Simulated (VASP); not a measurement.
# RbBr (P6_3/mmc) in VASP: a series of runs, part 2 of 2

VASP 6.6.1. The steps go on from the part before.

## Step 3: Single point, r2SCAN (volume changed by -3%)

The input, POSCAR:

```
RbBr
1.0
    5.8306385642      0.0000000000      0.0000000000
   -2.9153192821      5.0494811169      0.0000000000
    0.0000000000      0.0000000000      6.8009305823
Rb Br
2 2
Direct
    0.3333333333      0.6666666667     -0.0625000000
    0.6666666667      0.3333333333      0.4375000000
    0.3333333333      0.6666666667      0.4375000000
    0.6666666667      0.3333333333      0.9375000000
```

The input, INCAR.step1:

```
SYSTEM = RbBr
  PREC = Accurate
  ENCUT = 520
  ISMEAR = 0
  SIGMA = 0.01
  LREAL = .False.
  LASPH = .True.
  NELM = 80
  NBANDS = 24
  GGA = PE
  ALGO = Normal
  EDIFF = 1E-4
  LWAVE = .True.
  LCHARG = .False.
```

The input, INCAR.step2:

```
SYSTEM = RbBr
  PREC = Accurate
  ENCUT = 520
  EDIFF = 1E-7
  ISMEAR = 0
  SIGMA = 0.01
  LREAL = .False.
  LASPH = .True.
  NELM = 80
  ALGO = Normal
  ISIF = 2
  LWAVE = .False.
  LCHARG = .False.
  METAGGA = R2SCAN
  LMIXTAU = .True.
  NBANDS = 24
  ISTART = 1
```

The input, KPOINTS:

```
Automatic mesh
0
Gamma
  6 6 4
  0 0 0
```

Potentials or basis: VASP PAW PBE potentials, release 64 (Rb_sv, Br).

On the command line:

```
cat potpaw_PBE.64/Rb_sv/POTCAR potpaw_PBE.64/Br/POTCAR > POTCAR
cp INCAR.step1 INCAR
mpirun -np 1 vasp_std > vasp.out
cp INCAR.step2 INCAR
mpirun -np 1 vasp_std > vasp.out
```

OUTCAR:

```text
SYSTEM = RbBr
   PREC = Accurate
   ENCUT = 520
   EDIFF = 1E-7
   ISMEAR = 0
   LREAL = .False.
   LASPH = .True.
   NELM = 80
   ISIF = 2
   METAGGA = R2SCAN
   ISTART = 1

 ion  position               nearest neighbor table
   1  0.333  0.667  0.938-   4 3.37   4 3.37   4 3.37   3 3.40   3 3.40   2 4.78   2 4.78   2 4.78
                             2 4.78   2 4.78   2 4.78
   2  0.667  0.333  0.438-   3 3.37   3 3.37   3 3.37   4 3.40   4 3.40   1 4.78   1 4.78   1 4.78
                             1 4.78   1 4.78   1 4.78
   3  0.333  0.667  0.438-   2 3.37   2 3.37   2 3.37   1 3.40   1 3.40
   4  0.667  0.333  0.938-   1 3.37   1 3.37   1 3.37   2 3.40   2 3.40

  LATTYP: Found a hexagonal cell.
 ALAT       =     5.8306385642
 C/A-ratio  =     1.1664126506

  Lattice vectors:

 A1 = (   5.8306385642,   0.0000000000,   0.0000000000)
 A2 = (  -2.9153192821,   5.0494811169,   0.0000000000)
 A3 = (   0.0000000000,   0.0000000000,   6.8009305823)

Analysis of symmetry for initial positions (statically):
=====================================================================
 Subroutine PRICEL returns:
[... 173 lines left out ...]

 E-fermi :  -2.7684     XC(G=0):  -6.5209

 val. band max:       -2.8821218466   @ k =   0.0000   0.0000   0.0000
 cond. band min:       1.8014843805   @ k =   0.0000   0.0000   0.0000
 fundamental gap:      4.6836062271
 Fermi energy:        -2.7684065828

 k-point     1 :       0.0000    0.0000    0.0000
  band No.  band energies     occupation
      1     -28.2009      2.00000
      2     -28.1897      2.00000
      3     -15.4603      2.00000
      4     -15.4141      2.00000
      5     -11.8749      2.00000
      6     -11.8225      2.00000
[... 556 lines left out ...]
     23       6.0273      0.00000
     24       6.0273      0.00000

------------------------ aborting loop because EDIFF is reached ----------------------------------------

  FORCE on cell =-STRESS in cart. coord.  units (eV):
  Direction    XX          YY          ZZ          XY          YZ          ZX
  --------------------------------------------------------------------------------------
  -------------------------------------------------------------------------------------
  Total        0.4266775      0.4266775      0.5342388      0.0000000     -0.0000000      0.0000000
  in kB        3.4141228      3.4141228      4.2747898      0.0000000     -0.0000000      0.0000000
  external PRESSURE =       3.7010118 kB  Pullay stress =       0.0000000 kB

 VOLUME and BASIS-vectors are now :
 -----------------------------------------------------------------------------
  energy-cutoff  :      520.00
  volume of cell :      200.23
      direct lattice vectors                 reciprocal lattice vectors
     5.830638564  0.000000000  0.000000000     0.171507801  0.099020075  0.000000000
    -2.915319282  5.049481117  0.000000000     0.000000000  0.198040150  0.000000000
     0.000000000  0.000000000  6.800930582     0.000000000  0.000000000  0.147038701

 POSITION                                       TOTAL-FORCE (eV/Angst)
 -----------------------------------------------------------------------------------
     -0.00000      3.36632      6.37587        -0.000000     -0.000000     -0.000000
      2.91532      1.68316      2.97541         0.000000     -0.000000     -0.000000
     -0.00000      3.36632      2.97541         0.000000     -0.000000     -0.000000
      2.91532      1.68316      6.37587        -0.000000      0.000000      0.000000
 -----------------------------------------------------------------------------------
    total drift:                               -0.000000      0.000000      0.000269

  FREE ENERGIE OF THE ION-ELECTRON SYSTEM (eV)
  ---------------------------------------------------
  free  energy   TOTEN  =       -62.0445147012 eV

  energy  without entropy=      -62.0445147012  energy(sigma->0) =      -62.04451470
```

OUTCAR.step1:

```text
SYSTEM = RbBr
   PREC = Accurate
   ENCUT = 520
   ISMEAR = 0
   LREAL = .False.
   LASPH = .True.
   NELM = 80
[... 794 lines left out ...]
      2.91532      1.68316      2.97541        -0.000000      0.000000     -0.000000
     -0.00000      3.36632      2.97541        -0.000000     -0.000000      0.000000
      2.91532      1.68316      6.37587         0.000000      0.000000      0.000000
 -----------------------------------------------------------------------------------
    total drift:                               -0.000000      0.000000     -0.000014

  FREE ENERGIE OF THE ION-ELECTRON SYSTEM (eV)
  ---------------------------------------------------
  free  energy   TOTEN  =       -12.0426435412 eV

  energy  without entropy=      -12.0426435412  energy(sigma->0) =      -12.04264354
```

OSZICAR.step1:

```text
N       E                     dE             d eps       ncg     rms          rms(c)
DAV:   1     0.221745307966E+03    0.22175E+03   -0.12762E+04  1008   0.109E+03
DAV:   2     0.100304515529E+02   -0.21171E+03   -0.19980E+03  1360   0.219E+02
DAV:   3    -0.121816727547E+02   -0.22212E+02   -0.22132E+02  1600   0.724E+01
DAV:   4    -0.126731908575E+02   -0.49152E+00   -0.49078E+00  1416   0.114E+01
DAV:   5    -0.126928566175E+02   -0.19666E-01   -0.19665E-01  1488   0.156E+00    0.417E+00
DAV:   6    -0.120855904596E+02    0.60727E+00   -0.87552E-01  1216   0.320E+00    0.287E+00
DAV:   7    -0.119999951919E+02    0.85595E-01   -0.47833E-01  1248   0.240E+00    0.138E+00
DAV:   8    -0.120320315922E+02   -0.32036E-01   -0.54873E-02  1232   0.968E-01    0.198E-01
DAV:   9    -0.120404657836E+02   -0.84342E-02   -0.17199E-02  1096   0.465E-01    0.155E-01
DAV:  10    -0.120423229963E+02   -0.18572E-02   -0.25793E-03  1032   0.254E-01    0.280E-02
DAV:  11    -0.120425846977E+02   -0.26170E-03   -0.35834E-04  1072   0.884E-02    0.202E-02
DAV:  12    -0.120426435412E+02   -0.58843E-04   -0.69283E-05   760   0.523E-02
   1 F= -.12042644E+02 E0= -.12042644E+02  d E =-.415662E-87
```

Run time: 3.9 min. Hardware: 1 thread of Intel Xeon 6975P-C (Granite Rapids), shared host; peak memory 0.42 GiB.

What came out:

```
Free energy            : -62.0445 eV
Pressure               : 0.4 GPa
Band gap on the k mesh : 4.68 eV, direct
```

Caveat: the PAW data sets were made with another functional, which shifts forces and pressure a little. A k mesh can miss the band edges.
